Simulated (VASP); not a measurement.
# Au (Fd-3m) in VASP: relaxation of cell and atoms with LDA

Aim: the relaxation of cell and atoms of Au with LDA.

Everything below comes from runs of VASP 6.6.1. Logs are shortened: lines on timing, memory, paths and dates and some standing lists are left out, and cuts for length are marked.

## 1. The cell of the first run

The structure is cubic, space group Fd-3m (No. 227). The conventional cell has a = 5.927 Å, b = 5.927 Å, c = 5.927 Å, α = 90.00°, β = 90.00°, γ = 90.00°. Within 3.4 Å of Au (site symmetry -43m) lie 4 Au at 2.57 Å.

This isn't the form of Au at room conditions, which is fcc.

## 2. Relaxation of cell and atoms, LDA, non-collinear spin, zero start, spin-orbit coupling

Contents of INCAR:

```
SYSTEM = Au
PREC = Accurate ; ENCUT = 600
EDIFF = 1E-6 ; ISMEAR = -1
SIGMA = 0.05 ; LREAL = .FALSE.
LASPH = .TRUE. ; NELM = 150
ALGO = Normal ; ISIF = 3
LWAVE = .FALSE. ; LCHARG = .FALSE.
MAGMOM = 0 0 0 0 0 0 ; LORBIT = 11
LSORBIT = .TRUE. ; GGA_COMPAT = .FALSE.
LORBMOM = .TRUE. ; LMAXMIX = 4
IBRION = 2 ; NSW = 45
EDIFFG = -0.005 ; KPAR = 4
```

Contents of KPOINTS:

```
regular mesh
0
G
  13 13 13
  0 0 0
```

Contents of POSCAR:

```
Au
1.0
    0.0000000000      2.9635059557      2.9635059557
    2.9635059557      0.0000000000      2.9635059557
    2.9635059557      2.9635059557      0.0000000000
Au
2
Direct
   -0.1250000000     -0.1250000000     -0.1250000000
    0.1250000000      0.1250000000      0.1250000000
```

Potentials or basis: VASP PAW LDA potentials, release 64 (Au).

Run with:

```
cat potpaw_LDA.64/Au/POTCAR > POTCAR
mpirun -np 4 vasp_ncl > vasp.out
```

OUTCAR:

```text
SYSTEM = Au
   PREC = Accurate
   ENCUT = 600
   EDIFF = 1E-6
   ISMEAR = -1
   LREAL = .FALSE.
   LASPH = .TRUE.
   NELM = 150
   ISIF = 3
   LORBIT = 11
   LSORBIT = .TRUE.
   IBRION = 2
   NSW = 45
   EDIFFG = -0.005

 ion  position               nearest neighbor table
   1  0.875  0.875  0.875-   2 2.57   2 2.57   2 2.57   2 2.57
   2  0.125  0.125  0.125-   1 2.57   1 2.57   1 2.57   1 2.57

  LATTYP: Found a face centered cubic cell.
 ALAT       =     5.9270119114

  Lattice vectors:

 A1 = (   0.0000000000,   2.9635059557,   2.9635059557)
 A2 = (   2.9635059557,   0.0000000000,   2.9635059557)
 A3 = (   2.9635059557,   2.9635059557,   0.0000000000)

Analysis of symmetry for initial positions (statically):
=====================================================================
 Subroutine PRICEL returns:
 Original cell was already a primitive cell.

 Routine SETGRP: Setting up the symmetry group for a
 face centered cubic supercell.

 Subroutine GETGRP returns: Found 48 space group operations
 (whereof 12 operations were pure point group operations)
 out of a pool of 48 trial point group operations.

The static configuration has the point symmetry D_3d.
 The point group associated with its full space group is O_h .

Analysis of symmetry for dynamics (positions and initial velocities):
=====================================================================
 Subroutine PRICEL returns:
 Original cell was already a primitive cell.

 Routine SETGRP: Setting up the symmetry group for a
 face centered cubic supercell.

 Subroutine GETGRP returns: Found 48 space group operations
 (whereof 12 operations were pure point group operations)
 out of a pool of 48 trial point group operations.

The dynamic configuration has the point symmetry D_3d.
 The point group associated with its full space group is O_h .

Analysis of structural, dynamic, and magnetic symmetry:
=====================================================================
 Subroutine PRICEL returns:
 Original cell was already a primitive cell.

 Routine SETGRP: Setting up the symmetry group for a
 face centered cubic supercell.

 Subroutine GETGRP returns: Found 48 space group operations
 (whereof 12 operations were pure point group operations)
 out of a pool of 48 trial point group operations.

The overall configuration has the point symmetry D_3d.
 The point group associated with its full space group is O_h .

 Subroutine INISYM returns: Found 48 space group operations
 (whereof 12 operations are pure point group operations),
 and found     1 'primitive' translations

----------------------------------------------------------------------------------------

                                     Primitive cell

  volume of cell :      52.0532

  direct lattice vectors                    reciprocal lattice vectors
     0.000000000  2.963505956  2.963505956    -0.168719081  0.168719081  0.168719081
     2.963505956  0.000000000  2.963505956     0.168719081 -0.168719081  0.168719081
     2.963505956  2.963505956  0.000000000     0.168719081  0.168719081 -0.168719081

  length of vectors
     4.191030315  4.191030315  4.191030315     0.292230020  0.292230020  0.292230020

  position of ions in fractional coordinates (direct lattice)
     0.875000000  0.875000000  0.875000000
     0.125000000  0.125000000  0.125000000

  ion indices of the primitive-cell ions
   primitive index   ion index
                 1           1
                 2           2

----------------------------------------------------------------------------------------

 KPOINTS: regular mesh

Automatic generation of k-mesh.
 Grid dimensions read from file:
 generate k-points for:   13   13   13

 Generating k-lattice:

[... 102 lines left out ...]

 number of electron      22.0000001 magnetization       0.0000000     -0.0000000     -0.0000000

 Free energy of the ion-electron system (eV)
  ---------------------------------------------------
  ext. energy  EPLUGINS =         0.00000000
  ---------------------------------------------------
  free energy    TOTEN  =        -7.45953939 eV

  energy without entropy =       -7.45150079  energy(sigma->0) =       -7.45552009

------------------------ aborting loop because EDIFF is reached ----------------------------------------

  FORCE on cell =-STRESS in cart. coord.  units (eV):
  Direction    XX          YY          ZZ          XY          YZ          ZX
  --------------------------------------------------------------------------------------
  -------------------------------------------------------------------------------------
  Total        0.1689957      0.1689957      0.1689957      0.0000000      0.0000000      0.0000000
  in kB        5.2016236      5.2016236      5.2016236      0.0000000      0.0000000      0.0000000
  external PRESSURE =       5.2016236 kB  Pullay stress =       0.0000000 kB
[... 63 lines left out ...]
 number of electron      22.0000002 magnetization       0.0000000     -0.0000000      0.0000000

 number of electron      22.0000002 magnetization       0.0000000     -0.0000000     -0.0000000

 Free energy of the ion-electron system (eV)
  ---------------------------------------------------
  ext. energy  EPLUGINS =         0.00000000
  ---------------------------------------------------
  free energy    TOTEN  =        -7.46005076 eV

  energy without entropy =       -7.45211881  energy(sigma->0) =       -7.45608479

 E-fermi :   3.5928     XC(G=0): -10.2715

 val. band max:        3.5901509247   @ k =   0.4615   0.0000   0.0000
 cond. band min:       3.6024379318   @ k =  -0.3077   0.4615   0.2308
 fundamental gap:      0.0122870071
 Fermi energy:         3.5928326838

 k-point     1 :       0.0000    0.0000    0.0000
  band No.  band energies     occupation
      1      -3.0893      1.00000
      2      -3.0893      1.00000
      3      -1.4393      1.00000
      4      -1.4393      1.00000
      5      -1.4393      1.00000
      6      -1.4393      1.00000
[... 781 lines left out ...]
     29      12.6980      0.00000
     30      12.6980      0.00000

 [... further k-points ...]
[... 5 lines left out ...]
  --------------------------------------------------------------------------------------
  -------------------------------------------------------------------------------------
  Total       -0.0019863     -0.0019863     -0.0019863     -0.0000000      0.0000000      0.0000000
  in kB       -0.0607665     -0.0607665     -0.0607665     -0.0000000      0.0000000      0.0000000
  external PRESSURE =      -0.0607665 kB  Pullay stress =       0.0000000 kB
[... 17 lines left out ...]
  FREE ENERGIE OF THE ION-ELECTRON SYSTEM (eV)
  ---------------------------------------------------
  free  energy   TOTEN  =        -7.4600507600 eV

  energy  without entropy=       -7.4521188131  energy(sigma->0) =       -7.45608479

 reached required accuracy - stopping structural energy minimisation

 orbital moment (x)

 # of ion     p       d       tot
 ----------------------------------------
  1         0.000  -0.000  -0.000
  2        -0.000  -0.000  -0.000
 ----------------------------------------
           -0.000  -0.000  -0.000

 orbital moment (y)

 # of ion     p       d       tot
 ----------------------------------------
  1         0.000   0.000   0.000
  2         0.000   0.000   0.000
 ----------------------------------------
            0.000   0.000   0.000

 orbital moment (z)

 # of ion     p       d       tot
 ----------------------------------------
  1         0.000   0.000   0.000
  2         0.000   0.000   0.000
 ----------------------------------------
            0.000   0.000   0.000

 Spin-Orbit-Coupling matrix elements

 Ion:    1  E_soc:     -0.5880469
 l=   1
     0.0000000    -0.0253305    -0.0253305
    -0.0253305     0.0000000    -0.0253305
    -0.0253305    -0.0253305     0.0000000
 l=   2
     0.0000000    -0.0149771     0.0000000    -0.0149771    -0.0577002
    -0.0149771     0.0000000    -0.0432752    -0.0149771    -0.0144251
     0.0000000    -0.0432752     0.0000000    -0.0432752     0.0000000
    -0.0149771    -0.0149771    -0.0432752     0.0000000    -0.0144251
    -0.0577002    -0.0144251     0.0000000    -0.0144251     0.0000000
 l=   3
     0.0000000     0.0000000     0.0000000     0.0000000     0.0000000     0.0000000     0.0000000
     0.0000000     0.0000000     0.0000000     0.0000000     0.0000000     0.0000000     0.0000000
     0.0000000     0.0000000     0.0000000     0.0000000     0.0000000     0.0000000     0.0000000
     0.0000000     0.0000000     0.0000000     0.0000000     0.0000000     0.0000000     0.0000000
     0.0000000     0.0000000     0.0000000     0.0000000     0.0000000     0.0000000     0.0000000
     0.0000000     0.0000000     0.0000000     0.0000000     0.0000000     0.0000000     0.0000000
     0.0000000     0.0000000     0.0000000     0.0000000     0.0000000     0.0000000     0.0000000

 Ion:    2  E_soc:     -0.5880469
 l=   1
     0.0000000    -0.0253305    -0.0253305
    -0.0253305     0.0000000    -0.0253305
    -0.0253305    -0.0253305     0.0000000
 l=   2
     0.0000000    -0.0149771     0.0000000    -0.0149771    -0.0577002
    -0.0149771     0.0000000    -0.0432752    -0.0149771    -0.0144251
     0.0000000    -0.0432752     0.0000000    -0.0432752     0.0000000
    -0.0149771    -0.0149771    -0.0432752     0.0000000    -0.0144251
    -0.0577002    -0.0144251     0.0000000    -0.0144251     0.0000000
 l=   3
     0.0000000     0.0000000     0.0000000     0.0000000     0.0000000     0.0000000     0.0000000
     0.0000000     0.0000000     0.0000000     0.0000000     0.0000000     0.0000000     0.0000000
     0.0000000     0.0000000     0.0000000     0.0000000     0.0000000     0.0000000     0.0000000
     0.0000000     0.0000000     0.0000000     0.0000000     0.0000000     0.0000000     0.0000000
     0.0000000     0.0000000     0.0000000     0.0000000     0.0000000     0.0000000     0.0000000
     0.0000000     0.0000000     0.0000000     0.0000000     0.0000000     0.0000000     0.0000000
     0.0000000     0.0000000     0.0000000     0.0000000     0.0000000     0.0000000     0.0000000

 total charge

# of ion       s       p       d       tot
------------------------------------------
    1        0.644   0.290   8.749   9.682
    2        0.644   0.290   8.749   9.682
--------------------------------------------------
tot          1.287   0.580  17.498  19.364

 magnetization (x)

# of ion       s       p       d       tot
------------------------------------------
    1        0.000   0.000   0.000   0.000
    2        0.000  -0.000  -0.000  -0.000
--------------------------------------------------
tot          0.000  -0.000  -0.000  -0.000

 magnetization (y)

# of ion       s       p       d       tot
------------------------------------------
    1       -0.000   0.000   0.000   0.000
    2       -0.000  -0.000   0.000   0.000
--------------------------------------------------
tot         -0.000  -0.000   0.000   0.000

 magnetization (z)

# of ion       s       p       d       tot
------------------------------------------
    1        0.000   0.000   0.000   0.000
    2        0.000  -0.000   0.000  -0.000
--------------------------------------------------
tot          0.000   0.000   0.000   0.000
```

It took 5.1 min on 4 MPI ranks of Oxide Virtual Turin-like, shared host; peak memory 0.47 GiB.

What came out:

```yaml
Free_energy: -7.4601 eV
Relaxed_volume: 26.19 Å³/atom
Relaxed_cell: a = 4.200 Å, b = 4.200 Å, c = 4.200 Å, α = 60.00°, β = 60.00°, γ = 60.00°
Space_group_after_relaxing_to_0.1_Å: Fd-3m (No. 227)
Energy_gained_by_relaxing: 0.3 meV/atom
Ionic_steps: 3
Pressure_after_relaxing: 0.0 GPa
Net_moment: 0.00 μB per cell
Valence_electrons_inside_the_program's_atomic_spheres: Au 9.68
```

The path:
| step | energy change (eV) | largest force (eV/Å) | pressure (GPa) | volume (Å³) |
| --- | --- | --- | --- | --- |
| 1 | 0.0000 | 0.0000 | 0.52 | 52.05 |
| 2 | 0.0000 | 0.0000 | -0.50 | 52.69 |
| 3 | -0.0005 | 0.0000 | -0.01 | 52.37 |

Final structure:
```xyz
2
Lattice="0.0000 2.9695 2.9695 2.9695 0.0000 2.9695 2.9695 2.9695 0.0000" Properties=species:S:1:pos:R:3 pbc="T T T"
Au    5.1967    5.1967    5.1967
Au    0.7424    0.7424    0.7424
```

Moments on the atoms (μB; x, y, z):
```
Au  0.00 0.00 0.00
Au  0.00 0.00 0.00
```
